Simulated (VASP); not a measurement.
# SiSn5 (P-3m1) in VASP: further runs, part 2 of 2

VASP 6.6.1. Earlier steps stand in the parts before.

**3. Single point, PBE**

This run uses another cell than the first one, of 33.89 Å³/atom, 0.993 times its volume.

Input file INCAR:

```
PREC     = Accurate       # precision mode
ENCUT    = 520            # plane-wave cutoff, eV
EDIFF    = 1E-6           # SCF threshold, eV
ISMEAR   = 0              # smearing method
SIGMA    = 0.2            # smearing width, eV
LREAL    = False          # projectors in reciprocal space
LASPH    = True           # aspherical terms in the spheres
NELM     = 60             # most SCF steps
ALGO     = Fast           # electronic algorithm
ISIF     = 2              # what is computed and relaxed
LWAVE    = False          # write WAVECAR
LCHARG   = False          # write CHGCAR
GGA      = PE             # functional
NBANDS   = 86             # bands
```

Input file KPOINTS:

```
regular mesh
0
Gamma
  6 6 1
```

Input file POSCAR:

```
SiSn5
1.0
    4.5683827200      0.0000000000      0.0000000000
   -2.2841913600      3.9563354897      0.0000000000
    0.0000000000      0.0000000000     22.5031304578
Si Sn
2 10
Direct
    0.3333333333      0.6666666667      0.0127823577
    0.6666666667      0.3333333333      0.9872176423
    0.3333333333      0.6666666667      0.1298809268
    0.6666666667      0.3333333333      0.8701190732
    0.0000000000      0.0000000000      0.8240150449
    0.0000000000      0.0000000000      0.6967843707
    0.0000000000      0.0000000000      0.1759849551
    0.0000000000      0.0000000000      0.3032156293
    0.6666666667      0.3333333333      0.3494658952
    0.6666666667      0.3333333333      0.4768600458
    0.3333333333      0.6666666667      0.6505341048
    0.3333333333      0.6666666667      0.5231399542
```

Potentials or basis: VASP PAW PBE potentials, release 64 (Si, Sn_d).

Launch:

```sh
$ cat potpaw_PBE.64/Si/POTCAR potpaw_PBE.64/Sn_d/POTCAR > POTCAR
$ mpirun -np 1 vasp_std > vasp.out
```

OUTCAR:

```text
PREC = Accurate
   ENCUT = 520
   EDIFF = 1E-6
   ISMEAR = 0
   LREAL = False
   LASPH = True
   NELM = 60
   ISIF = 2
   GGA = PE

 ion  position               nearest neighbor table
   1  0.333  0.667  0.013-   3 2.64   2 2.70   2 2.70   2 2.70
   2  0.667  0.333  0.987-   4 2.64   1 2.70   1 2.70   1 2.70
   3  0.333  0.667  0.130-   1 2.64   7 2.83   7 2.83   7 2.83
   4  0.667  0.333  0.870-   2 2.64   5 2.83   5 2.83   5 2.83
   5  0.000  0.000  0.824-   4 2.83   4 2.83   4 2.83   6 2.86
   6  0.000  0.000  0.697-  11 2.84  11 2.84  11 2.84   5 2.86
   7  0.000  0.000  0.176-   3 2.83   3 2.83   3 2.83   8 2.86
   8  0.000  0.000  0.303-   9 2.84   9 2.84   9 2.84   7 2.86
   9  0.667  0.333  0.349-   8 2.84   8 2.84   8 2.84  10 2.87
  10  0.667  0.333  0.477-  12 2.84  12 2.84  12 2.84   9 2.87
  11  0.333  0.667  0.651-   6 2.84   6 2.84   6 2.84  12 2.87
  12  0.333  0.667  0.523-  10 2.84  10 2.84  10 2.84  11 2.87

  LATTYP: Found a hexagonal cell.
 ALAT       =     4.5683827200
 C/A-ratio  =     4.9258417775

[... 196 lines left out ...]
      4     -16.5774      2.00000
      5     -16.5674      2.00000
      6     -16.5674      2.00000
[... 612 lines left out ...]
     85       8.3475      0.00000
     86       9.7360      0.00000

------------------------ aborting loop because EDIFF is reached ----------------------------------------

  FORCE on cell =-STRESS in cart. coord.  units (eV):
  Direction    XX          YY          ZZ          XY          YZ          ZX
  --------------------------------------------------------------------------------------
  -------------------------------------------------------------------------------------
  Total        0.1054166      0.1054166     -0.0130390      0.0000000      0.0000000      0.0000000
  in kB        0.4152609      0.4152609     -0.0513638      0.0000000      0.0000000      0.0000000
  external PRESSURE =       0.2597193 kB  Pullay stress =       0.0000000 kB

 VOLUME and BASIS-vectors are now :
 -----------------------------------------------------------------------------
  energy-cutoff  :      520.00
  volume of cell :      406.72
      direct lattice vectors                 reciprocal lattice vectors
     4.568382720  0.000000000  0.000000000     0.218895846  0.126379576  0.000000000
    -2.284191360  3.956335490  0.000000000     0.000000000  0.252759151  0.000000000
     0.000000000  0.000000000 22.503130458     0.000000000  0.000000000  0.044438262

 POSITION                                       TOTAL-FORCE (eV/Angst)
 -----------------------------------------------------------------------------------
     -0.00000      2.63756      0.28764         0.000000      0.000000      0.025249
      2.28419      1.31878     22.21549         0.000000      0.000000     -0.025249
     -0.00000      2.63756      2.92273        -0.000000      0.000000     -0.010888
      2.28419      1.31878     19.58040        -0.000000     -0.000000      0.010888
      0.00000      0.00000     18.54292        -0.000000      0.000000     -0.000625
      0.00000      0.00000     15.67983         0.000000      0.000000      0.003246
      0.00000      0.00000      3.96021         0.000000     -0.000000      0.000625
      0.00000      0.00000      6.82330        -0.000000     -0.000000     -0.003246
      2.28419      1.31878      7.86408         0.000000      0.000000      0.000076
      2.28419      1.31878     10.73084         0.000000     -0.000000      0.006918
     -0.00000      2.63756     14.63905        -0.000000     -0.000000     -0.000076
     -0.00000      2.63756     11.77229         0.000000      0.000000     -0.006918
 -----------------------------------------------------------------------------------
    total drift:                               -0.000000      0.000000      0.000000

  FREE ENERGIE OF THE ION-ELECTRON SYSTEM (eV)
  ---------------------------------------------------
  free  energy   TOTEN  =       -47.7995950153 eV

  energy  without entropy=      -47.7520824865  energy(sigma->0) =      -47.77583875
```

stdout:

```text
POSCAR found type information on POSCAR SiSn
 POSCAR found :  2 types and      12 ions
 scaLAPACK will be used
 LDA part: xc-table for (Slater+PW92), standard interpolation
 POSCAR, INCAR and KPOINTS ok, starting setup
 FFT: planning ... GRIDC
 FFT: planning ... GRID_SOFT
 FFT: planning ... GRID
 WAVECAR not read
 entering main loop
```

Run time: 4.2 min. Hardware: 1 thread of Intel Xeon Platinum 8488C (Sapphire Rapids), shared host; peak memory 0.57 GiB.

Results:

```
Free energy            : -47.7996 eV
Pressure               : 0.0 GPa
Largest force          : 0.025 eV/Å
Band gap on the k mesh : zero (band 74 reaches 4.96 eV, above the bottom of band 75 at 4.92 eV)
```

Forces in eV/Å, atoms in the order of the input:
```
Si   0.000  0.000  0.025
Si   0.000  0.000 -0.025
Sn   0.000  0.000 -0.011
Sn   0.000  0.000  0.011
Sn   0.000  0.000 -0.001
Sn   0.000  0.000  0.003
Sn   0.000  0.000  0.001
Sn   0.000  0.000 -0.003
Sn   0.000  0.000  0.000
Sn   0.000  0.000  0.007
Sn   0.000  0.000  0.000
Sn   0.000  0.000 -0.007
```

Caveat: spin-orbit coupling is left out, which moves the levels of the heavy elements.

**4. Relaxation of cell and atoms, PBE**

This run uses another cell than the first one, of 32.15 Å³/atom, 0.942 times its volume.

Input file INCAR:

```
SYSTEM = SiSn5
PREC = Accurate ; ENCUT = 600
EDIFF = 1E-6 ; ISMEAR = 0
SIGMA = 0.2 ; LREAL = .False.
LASPH = .True. ; NELM = 60
ALGO = Fast ; ISIF = 3
LWAVE = .False. ; LCHARG = .False.
GGA = PE ; IBRION = 2
NSW = 36 ; EDIFFG = -0.08
```

Input file KPOINTS:

```
Automatic mesh
0
Gamma
  4 4 1
  0 0 0
```

Input file POSCAR:

```
SiSn5
1.0
    4.5000000000      0.0000000000      0.0000000000
   -2.2500000000      3.8971143200      0.0000000000
    0.0000000000      0.0000000000     22.0000000000
Si Sn
2 10
Direct
    0.3333333300      0.6666666700      0.0208300000
    0.6666666700      0.3333333300      0.9791700000
    0.3333333300      0.6666666700      0.1458300000
    0.6666666700      0.3333333300      0.8541700000
    0.0000000000      0.0000000000      0.8125000000
    0.0000000000      0.0000000000      0.6875000000
    0.0000000000      0.0000000000      0.1875000000
    0.0000000000      0.0000000000      0.3125000000
    0.6666666700      0.3333333300      0.3541700000
    0.6666666700      0.3333333300      0.4791700000
    0.3333333300      0.6666666700      0.6458300000
    0.3333333300      0.6666666700      0.5208300000
```

Launch:

```sh
$ cat potpaw_PBE.64/Si/POTCAR potpaw_PBE.64/Sn_d/POTCAR > POTCAR
$ mpirun -np 1 vasp_std > vasp.out
```

Wall time 51 min (1 thread of Intel Xeon Platinum 8488C (Sapphire Rapids), shared host); peak memory 0.62 GiB.

The run converged. Its results:

| Item | Value |
| --- | --- |
| Free energy | -47.4426 eV |
| Relaxed volume | 34.17 Å³/atom |
| Relaxed cell | a = 4.590 Å, b = 4.590 Å, c = 22.474 Å, α = 90.00°, β = 90.00°, γ = 120.00° |
| Space group after relaxing (to 0.05 Å) | P-3m1 (No. 164) |
| Energy gained by relaxing | 74.2 meV/atom |
| Ionic steps | 17 |
| Pressure after relaxing | 0.0 GPa |
| Largest force after relaxing | 0.037 eV/Å |
| Band gap on the k mesh | zero (band 74 reaches 4.92 eV, above the bottom of band 75 at 4.86 eV) |

Forces in eV/Å, atoms in the order of the input:
```
Si   0.000  0.000  0.033
Si   0.000  0.000 -0.033
Sn   0.000  0.000 -0.003
Sn   0.000  0.000  0.003
Sn   0.000  0.000  0.031
Sn   0.000  0.000 -0.026
Sn   0.000  0.000 -0.031
Sn   0.000  0.000  0.026
Sn   0.000  0.000 -0.020
Sn   0.000  0.000 -0.037
Sn   0.000  0.000  0.020
Sn   0.000  0.000  0.037
```

Stress tensor (GPa, compression positive):
```
-0.01  0.00  0.00
 0.00 -0.01  0.00
 0.00  0.00 -0.13
```

Step by step:
| step | energy change (eV) | largest force (eV/Å) | pressure (GPa) | volume (Å³) |
| --- | --- | --- | --- | --- |
| 1 | 0.0000 | 1.2285 | 3.46 | 385.81 |
| 2 | -0.4459 | 0.6650 | -0.92 | 425.84 |
| 3 | -0.4533 | 0.7174 | -0.56 | 420.98 |
| 4 | -0.5594 | 0.6146 | -0.45 | 418.59 |
| 5 | -0.7197 | 0.3531 | 0.02 | 411.47 |
| 6 | -0.7227 | 0.3992 | 0.10 | 410.41 |
| 7 | -0.7595 | 0.3550 | -0.01 | 411.04 |
| 8 | -0.7595 | 0.3594 | 0.01 | 411.07 |
| 9 | -0.7978 | 0.2294 | -0.08 | 411.56 |
| 10 | -0.8323 | 0.2533 | -0.16 | 412.28 |
| 11 | -0.8181 | 0.3510 | -0.26 | 413.66 |
| 12 | -0.8401 | 0.2566 | -0.22 | 412.78 |
| 13 | -0.8654 | 0.1876 | 0.12 | 408.79 |
| 14 | -0.8702 | 0.1933 | 0.32 | 406.36 |
| 15 | -0.8838 | 0.1995 | -0.12 | 410.38 |
| 16 | -0.8840 | 0.1995 | -0.07 | 409.93 |
| 17 | -0.8904 | 0.0366 | -0.05 | 409.98 |

Final structure:
```cif
data_structure
_symmetry_space_group_name_H-M 'P 1'
_symmetry_Int_Tables_number 1
_cell_length_a 4.5896
_cell_length_b 4.5896
_cell_length_c 22.4737
_cell_angle_alpha 90.000
_cell_angle_beta 90.000
_cell_angle_gamma 120.000
_cell_volume 409.98
loop_
_atom_site_label
_atom_site_type_symbol
_atom_site_fract_x
_atom_site_fract_y
_atom_site_fract_z
_atom_site_occupancy
Si1 Si 0.33333 0.66667 0.01181 1
Si2 Si 0.66667 0.33333 0.98819 1
Sn1 Sn 0.33333 0.66667 0.12940 1
Sn2 Sn 0.66667 0.33333 0.87060 1
Sn3 Sn 0.00000 0.00000 0.82437 1
Sn4 Sn 0.00000 0.00000 0.69692 1
Sn5 Sn 0.00000 0.00000 0.17563 1
Sn6 Sn 0.00000 0.00000 0.30308 1
Sn7 Sn 0.66667 0.33333 0.34948 1
Sn8 Sn 0.66667 0.33333 0.47734 1
Sn9 Sn 0.33333 0.66667 0.65052 1
Sn10 Sn 0.33333 0.66667 0.52266 1
```

Levels at points of the mesh, in eV from the Fermi level:
```tsv
k point	band 72	band 73	band 74	band 75	band 76	band 77
(0.00, 0.00, 0.00)	-0.05	-0.05	0.04	0.31	0.31	0.43
(0.50, 0.00, 0.00)	-1.23	-1.00	-0.85	-0.02	0.47	0.93
```

Caveat: the k points lie up to 0.40 Å⁻¹ apart in the final cell; spin-orbit coupling is left out, which moves the levels of the heavy elements; the relaxation stopped at a loose force limit of 0.08 eV/Å, so its end isn't a converged minimum.

**5. Summary**

| task | cell | k mesh | cutoff (eV) | gap on the mesh (eV) | pressure (GPa) | largest force (eV/Å) |
| --- | --- | --- | --- | --- | --- | --- |
| single point | a = 4.594, b = 4.594, c = 22.404 Å, angles 90.0, 90.0, 120.0°, 12 atoms | 4 × 4 × 1 | 520 | none | 0.0 | 0.03 |
| single point | a = 4.568, b = 4.568, c = 22.503 Å, angles 90.0, 90.0, 120.0°, 12 atoms | 6 × 6 × 1 | 520 | none | 0.0 | 0.03 |
| relaxation of cell and atoms | relaxed from a = 4.500, b = 4.500, c = 22.000 Å, angles 90.0, 90.0, 120.0°, 12 atoms | 4 × 4 × 1 | 600 | none | 0.0 | 0.04 |

Alike in all rows: level PBE; potentials or basis VASP PAW PBE potentials, release 64 (Si, Sn_d); no spin polarisation; smearing gaussian 0.2 eV.

Caveats: some runs use coarse meshes; spin-orbit coupling is left out, which moves the levels of the heavy elements; the relaxation stopped at a loose force limit of 0.08 eV/Å, so its end isn't a converged minimum (some runs).

Total energies depend on the potentials used, so only differences within one code and one set of settings carry meaning.
